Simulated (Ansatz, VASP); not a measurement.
## One calculation of Sn2Pt, two programs

```
CELL_PARAMETERS angstrom
0.00000 3.20342 3.20342
3.20342 0.00000 3.20342
3.20342 3.20342 0.00000
ATOMIC_POSITIONS crystal
Sn 0.25000 0.25000 0.25000
Sn 0.75000 0.75000 0.75000
Pt 0.00000 0.00000 0.00000
```

Alike in both runs: task relaxation of cell and atoms; functional LDA; k mesh 12 × 12 × 12; occupations fermi-dirac, width 0.15 eV; no spin polarisation.

```csv
,VASP,Ansatz
version,VASP 6.6.1,Ansatz 0.2.0
potentials or method,"VASP PAW LDA potentials, release 64 (Sn_d, Pt), cutoff 600 eV","scalar-relativistic, plane waves, PAW"
valence electrons in the cell,38,46
```

|  | VASP | Ansatz | Ansatz less VASP |
| --- | --- | --- | --- |
| gap on the k mesh at the Fermi level, each at its own relaxed structure (eV) | none | none | - |
| relaxed volume (Å³/atom) | 21.98 | 21.93 | -0.056 |
| relaxed cell length with the largest relative difference (Å) | 4.535 | 4.531 | -0.0039 |

LDA's correlation is that of Perdew and Zunger in VASP and of Perdew and Wang (1992) in Ansatz. A gap of «none» marks a metal or a gap that the smearing closes. VASP's potentials hold 38 valence electrons a cell and Ansatz's 46, so a difference there can come from the potentials and not from the codes.

Neither program's run includes spin-orbit coupling.
